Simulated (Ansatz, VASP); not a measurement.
# AlRu: VASP beside Ansatz

```
Al Ru
1.0
     2.95911    0.00000    0.00000
     0.00000    2.95911    0.00000
     0.00000    0.00000    2.95911
Al Ru
1 1
Direct
  0.00000 0.00000 0.00000
  0.50000 0.50000 0.50000
```

Change from the starting cell: equal strain along all axes, cell held, atoms relaxed: -1.5 %.

Alike in both runs: task single point; functional PBE; k mesh 14 × 14 × 14; occupations gaussian, width 0.1 eV; no spin polarisation.

|  | VASP | Ansatz |
| --- | --- | --- |
| version | VASP 6.6.1 | Ansatz 0.2.0 |
| potentials or method | VASP PAW PBE potentials, release 64 (Al, Ru_pv), cutoff 520 eV | scalar-relativistic, plane waves, PAW |
| valence electrons in the cell | 17 | 19 |

|  | VASP | Ansatz | Ansatz less VASP |
| --- | --- | --- | --- |
| gap on the k mesh at the Fermi level (eV) | none | none | - |
| pressure (GPa) | 10.1 | 10.2 | +0.07 |

A gap of «none» marks a metal or a gap that the smearing closes. VASP's potentials hold 17 valence electrons a cell and Ansatz's 19, so a difference there can come from the potentials and not from the codes.
